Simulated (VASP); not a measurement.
Hf, 2 atoms in the cell. It takes space group P2_1/m (No. 11, monoclinic). The conventional cell has a = 3.197 Å, b = 5.058 Å, c = 3.197 Å, α = 90.00°, β = 120.00°, γ = 90.00°. Hf (site symmetry m) has 12 Hf at 2.83 to 3.42 Å within 3.7 Å.  This cell differs from its parent crystal: atom 1 (Hf) moved by (-0.600, +0.000) A along [1 1 0] and z.

| Item | Value |
| --- | --- |
| Program | VASP 6.6.1 |
| Task | single point |
| Functional | PBEsol |
| Potentials or basis | VASP PAW PBE potentials, release 64 (Hf_pv) |
| Cutoff | 520 eV |
| k mesh | 18 × 18 × 10 |
| Occupations | gaussian, width 0.15 eV |
| Spin | no spin polarisation |
| Dipole correction | no |
| Further INCAR settings | ALGO = Fast; EDIFF = 1e-06; NBANDS = 17 |

Potentials or basis: VASP PAW PBE potentials, release 64 (Hf_pv).

The run is started by

```bash
$ cat potpaw_PBE.64/Hf_pv/POTCAR > POTCAR
$ mpirun -np 1 vasp_std > vasp.out
```

Hardware: 1 thread of Intel(R) Xeon(R) Platinum 8259CL CPU @ 2.50GHz (Skylake/Cascade Lake), on a shared host.

Problem. Estimate the wall time of this run.

Solution. Wall time 8 min on 1 thread of Intel(R) Xeon(R) Platinum 8259CL CPU @ 2.50GHz (Skylake/Cascade Lake), with other jobs on the host, peak memory 0.68 GiB. Counts: scf iterations 14, k points 984.
